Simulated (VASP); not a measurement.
# MgRe (F-43m) in VASP: notebook, part 2 of 2

VASP 6.6.1. The steps go on from the part before.

**6. Relaxation of cell and atoms, PBE**

This run uses another cell than the first one, of 26.69 Å³/atom.

Contents of INCAR:

```
SYSTEM = MgRe
PREC     = Accurate       ! precision mode
ENCUT    = 600            ! plane-wave cutoff, eV
EDIFF    = 1E-6           ! SCF threshold, eV
ISMEAR   = 0              ! smearing method
SIGMA    = 0.1            ! smearing width, eV
LREAL    = .FALSE.        ! projectors in reciprocal space
LASPH    = .TRUE.         ! aspherical terms in the spheres
NELM     = 80             ! most SCF steps
ALGO     = Normal         ! electronic algorithm
ISIF     = 3              ! what is computed and relaxed
LWAVE    = .FALSE.        ! write WAVECAR
LCHARG   = .FALSE.        ! write CHGCAR
GGA      = PE             ! functional
IBRION   = 2              ! ionic algorithm
NSW      = 100            ! ionic steps
EDIFFG   = -0.01          ! ionic threshold
```

Contents of KPOINTS:

```
regular mesh
0
G
  16 16 16
  0 0 0
```

Contents of POSCAR:

```
MgRe
1.0
    0.0000000000      2.9884881038      2.9884881038
    2.9884881038      0.0000000000      2.9884881038
    2.9884881038      2.9884881038      0.0000000000
Mg Re
1 1
Direct
    0.0000000000      0.0000000000      0.0000000000
    0.2500000000      0.2500000000      0.2500000000
```

Potentials or basis: VASP PAW PBE potentials, release 64 (Mg, Re).

The run is started by

```bash
cat potpaw_PBE.64/Mg/POTCAR potpaw_PBE.64/Re/POTCAR > POTCAR
mpirun -np 1 vasp_std > vasp.out
```

OUTCAR:

```text
SYSTEM = MgRe
   PREC = Accurate
   ENCUT = 600
   EDIFF = 1E-6
   ISMEAR = 0
   LREAL = .FALSE.
   LASPH = .TRUE.
   NELM = 80
   ISIF = 3
   GGA = PE
   IBRION = 2
   NSW = 100
   EDIFFG = -0.01

 ion  position               nearest neighbor table
   1  0.000  0.000  0.000-   2 2.59   2 2.59   2 2.59   2 2.59
   2  0.250  0.250  0.250-   1 2.59   1 2.59   1 2.59   1 2.59

  LATTYP: Found a face centered cubic cell.
 ALAT       =     5.9769762076

  Lattice vectors:

 A1 = (   0.0000000000,   2.9884881038,   2.9884881038)
 A2 = (   2.9884881038,   0.0000000000,   2.9884881038)
 A3 = (   2.9884881038,   2.9884881038,   0.0000000000)

Analysis of symmetry for initial positions (statically):
=====================================================================
 Subroutine PRICEL returns:
 Original cell was already a primitive cell.

 Routine SETGRP: Setting up the symmetry group for a
 face centered cubic supercell.

 Subroutine GETGRP returns: Found 24 space group operations
 (whereof 24 operations were pure point group operations)
 out of a pool of 48 trial point group operations.

The static configuration has the point symmetry T_d .

Analysis of symmetry for dynamics (positions and initial velocities):
=====================================================================
 Subroutine PRICEL returns:
 Original cell was already a primitive cell.

 Routine SETGRP: Setting up the symmetry group for a
 face centered cubic supercell.

 Subroutine GETGRP returns: Found 24 space group operations
 (whereof 24 operations were pure point group operations)
 out of a pool of 48 trial point group operations.

The dynamic configuration has the point symmetry T_d .

 Subroutine INISYM returns: Found 24 space group operations
 (whereof 24 operations are pure point group operations),
 and found     1 'primitive' translations

----------------------------------------------------------------------------------------

                                     Primitive cell

  volume of cell :      53.3807

  direct lattice vectors                    reciprocal lattice vectors
     0.000000000  2.988488104  2.988488104    -0.167308680  0.167308680  0.167308680
     2.988488104  0.000000000  2.988488104     0.167308680 -0.167308680  0.167308680
     2.988488104  2.988488104  0.000000000     0.167308680  0.167308680 -0.167308680

  length of vectors
     4.226360407  4.226360407  4.226360407     0.289787134  0.289787134  0.289787134

  position of ions in fractional coordinates (direct lattice)
     0.000000000  0.000000000  0.000000000
     0.250000000  0.250000000  0.250000000

  ion indices of the primitive-cell ions
   primitive index   ion index
                 1           1
                 2           2

----------------------------------------------------------------------------------------

 KPOINTS: regular mesh

Automatic generation of k-mesh.
 Grid dimensions read from file:
 generate k-points for:   16   16   16

 Generating k-lattice:

  Cartesian coordinates                     Fractional coordinates (reciprocal lattice)
    -0.010456793  0.010456793  0.010456793     0.062500000  0.000000000  0.000000000
     0.010456793 -0.010456793  0.010456793     0.000000000  0.062500000  0.000000000
     0.010456793  0.010456793 -0.010456793     0.000000000  0.000000000  0.062500000

  Length of vectors
     0.018111696  0.018111696  0.018111696

  Shift w.r.t. Gamma in fractional coordinates (k-lattice)
     0.000000000  0.000000000  0.000000000

 Subroutine IBZKPT returns following result:
 ===========================================

 Found    145 irreducible k-points:

 Following reciprocal coordinates:
            Coordinates               Weight
  0.000000  0.000000  0.000000      1.000000
  0.062500  0.000000  0.000000      8.000000
  0.125000  0.000000  0.000000      8.000000
  0.187500  0.000000  0.000000      8.000000
  0.250000  0.000000  0.000000      8.000000
  0.312500  0.000000  0.000000      8.000000
[... 16 lines left out ...]
 -0.125000  0.062500  0.000000     24.000000
 -0.062500  0.062500  0.000000     12.000000
 [... further k-points ...]
   k-points           NKPTS =    145   k-points in BZ     NKDIM =    145   number of bands    NBANDS=      8
   number of dos      NEDOS =    301   number of ions     NIONS =      2
   total plane-waves  NPLWV =  46656
   dimension x,y,z NGX =    36 NGY =   36 NGZ =   36
   dimension x,y,z NGXF=    72 NGYF=   72 NGZF=   72
   ions per type =               1   1
   NGX,Y,Z   is equivalent  to a cutoff of  14.16, 14.16, 14.16 a.u.
   NGXF,Y,Z  is equivalent  to a cutoff of  28.32, 28.32, 28.32 a.u.
 SYSTEM =  MgRe
   PREC   = accura    normal or accurate (medium, high low for compatibility)
   ISTART =      0    job   : 0-new  1-cont  2-samecut
   ICHARG =      2    charge: 1-file 2-atom 10-const
   ISPIN  =      1    spin polarized calculation?
   LNONCOLLINEAR =      F non collinear calculations
   LSORBIT =      F    spin-orbit coupling
   LASPH  =      T    aspherical Exc in radial PAW
   ENCUT  =  600.0 eV  44.10 Ry    6.64 a.u.   8.44  8.44  8.44*2*pi/ulx,y,z
   NELM   =     80;   NELMIN=  2; NELMDL= -5     # of ELM steps
   EDIFF  = 0.1E-05   stopping-criterion for ELM
   LREAL  =      F    real-space projection
   EDIFFG = -.1E-01   stopping-criterion for IOM
   NSW    =    100    number of steps for IOM
   IBRION =      2    ionic relax: 0-MD 1-quasi-New 2-CG
   NFREE  =      1    steps in history (QN), initial steepest desc. (CG)
   ISIF   =      3    stress and relaxation
   ISYM   =      2    0-nonsym 1-usesym 2-fastsym
   POTIM  = 0.5000    time-step for ionic-motion
   TEBEG  =    0.0;   TEEND  =   0.0 temperature during run
   PSTRESS=    0.0 pullay stress
   NELECT =       9.0000    total number of electrons
   NUPDOWN=      -1.0000    fix difference up-down
   EMIN   =  10.00;   EMAX   =-10.00  energy-range for DOS
   EFERMI =   0.00;   METHOD = LEGACY
   ISMEAR =     0;   SIGMA  =   0.10  broadening in eV -4-tet -1-fermi 0-gaus
   EFERMI_NEDOS =   21; number of points for ismear=-14 and -15
   IALGO  =     38    algorithm
   IMIX   =      4    mixing-type and parameters
     AMIX     =   0.40;   BMIX     =  1.00
     AMIX_MAG =   1.60;   BMIX_MAG =  1.00
  volume/ion in A,a.u.               =      26.69       180.12
  Fermi-wavevector in a.u.,A,eV,Ry     =   0.904401  1.709069 11.128753  0.817940
  Thomas-Fermi vector in A             =   2.027843
   LORBIT       =      0    0 simple, 1 ext, 2 COOP (PROOUT), +10 PAW based schemes
   GGA     = PE    functional components
   LHFCALC =     F    Hartree Fock is set to
   AEXX    =    0.0000 exact exchange contribution
   IVDW    =     0    specifies the selected vdW correction
   LEPSILON=     F    determine dielectric tensor
   LRPA    =     F    only Hartree local field effects (RPA)
 conjugate gradient relaxation of ions
 non-spin polarized calculation
 Gauss-broadening in eV      SIGMA  =   0.10
  energy-cutoff  :      600.00
  volume of cell :       53.38
 maximum number of plane-waves:      1812
 NGX is ok and might be reduce to    36
   NGX = 17   NGY = 17   NGZ = 17

 number of electron       9.0000000 magnetization

 Free energy of the ion-electron system (eV)
  ---------------------------------------------------
  ext. energy  EPLUGINS =         0.00000000
  ---------------------------------------------------
  free energy    TOTEN  =        -7.44142975 eV

  energy without entropy =       -7.41096897  energy(sigma->0) =       -7.42619936

 E-fermi :   1.1204     XC(G=0):  -9.0410

 val. band max:        1.1180716845   @ k =  -0.1875   0.0625   0.0000
 cond. band min:       1.1211412576   @ k =   0.4375   0.3750   0.0625
 fundamental gap:      0.0030695732
 Fermi energy:         1.1203945442

 k-point     1 :       0.0000    0.0000    0.0000
  band No.  band energies     occupation
      1      -4.2889      2.00000
      2       0.2245      2.00000
      3       0.2245      2.00000
      4       0.2245      2.00000
      5       1.0541      1.65149
      6       1.0541      1.65148
      7       8.8346      0.00000
      8       8.8346      0.00000
[... 243 lines left out ...]
 k-point    24 :      -0.0625    0.0625    0.0000
  band No.  band energies     occupation
      1      -4.1440      2.00000
      2       0.1774      2.00000
      3       0.2659      2.00000
      4       0.2734      2.00000
      5       1.0101      1.88109
      6       1.0651      1.56548
      7       7.8025      0.00000
      8       8.3486      0.00000

 [... further k-points ...]

------------------------ aborting loop because EDIFF is reached ----------------------------------------

  FORCE on cell =-STRESS in cart. coord.  units (eV):
  Direction    XX          YY          ZZ          XY          YZ          ZX
  --------------------------------------------------------------------------------------
  -------------------------------------------------------------------------------------
  Total        0.0045521      0.0045521      0.0045521      0.0000000      0.0000000      0.0000000
  in kB        0.1366270      0.1366270      0.1366270      0.0000000      0.0000000      0.0000000
  external PRESSURE =       0.1366270 kB  Pullay stress =       0.0000000 kB

 VOLUME and BASIS-vectors are now :
 -----------------------------------------------------------------------------
  energy-cutoff  :      600.00
  volume of cell :       53.38
      direct lattice vectors                 reciprocal lattice vectors
     0.000000000  2.988488104  2.988488104    -0.167308680  0.167308680  0.167308680
     2.988488104  0.000000000  2.988488104     0.167308680 -0.167308680  0.167308680
     2.988488104  2.988488104  0.000000000     0.167308680  0.167308680 -0.167308680

 POSITION                                       TOTAL-FORCE (eV/Angst)
 -----------------------------------------------------------------------------------
      0.00000      0.00000      0.00000        -0.000000     -0.000000     -0.000000
      1.49424      1.49424      1.49424         0.000000      0.000000      0.000000
 -----------------------------------------------------------------------------------
    total drift:                               -0.000000     -0.000000     -0.000000

  FREE ENERGIE OF THE ION-ELECTRON SYSTEM (eV)
  ---------------------------------------------------
  free  energy   TOTEN  =        -7.4414297458 eV

  energy  without entropy=       -7.4109689718  energy(sigma->0) =       -7.42619936

 reached required accuracy - stopping structural energy minimisation
```

Run time: 38 s. Hardware: 1 thread of Intel Xeon 6975P-C (Granite Rapids), shared host; peak memory 0.28 GiB.

What came out:

```
Free energy             : -7.4414 eV
Pressure after relaxing : 0.0 GPa
Band gap on the k mesh  : zero (an odd number of electrons rules out a gap without spin polarisation)
```

Final structure:
```
CELL_PARAMETERS angstrom
0.00000 2.98849 2.98849
2.98849 0.00000 2.98849
2.98849 2.98849 0.00000
ATOMIC_POSITIONS crystal
Mg 0.00000 0.00000 0.00000
Re 0.25000 0.25000 0.25000
```

Caveat: the relaxation stopped at its first step, so nothing moved; spin-orbit coupling is left out, which moves the levels of the heavy elements.

**7. Overview**

| task | cell | k mesh | cutoff (eV) | gap on the mesh (eV) | pressure (GPa) |
| --- | --- | --- | --- | --- | --- |
| single point | a = 3.736 Å, angles 60.0°, 2 atoms | 6 × 6 × 6 | 520 | none | 30.3 |
| single point | a = 4.226 Å, angles 60.0°, 2 atoms | 6 × 6 × 6 | 520 | none | 0.1 |
| relaxation of cell and atoms | relaxed from a = 3.736 Å, angles 60.0°, 2 atoms | 6 × 6 × 6 | 600 | none | -0.1 |
| single point | a = 4.228 Å, angles 60.0°, 2 atoms | 16 × 16 × 16 | 520 | none | 0.0 |
| relaxation of cell and atoms | relaxed from a = 4.226 Å, angles 60.0°, 2 atoms | 16 × 16 × 16 | 600 | none | 0.0 |

Alike in all rows: level PBE; potentials or basis VASP PAW PBE potentials, release 64 (Mg, Re); no spin polarisation; smearing gaussian 0.1 eV.

Caveats: spin-orbit coupling is left out, which moves the levels of the heavy elements; the cell stands under pressure (at least some runs); the volume moved by over 15 % at a fixed basis, so the end points are rough (at least some runs); the relaxation stopped at its first step, so nothing moved (at least some runs).

Absolute energies hang on the potentials; compare differences alone.
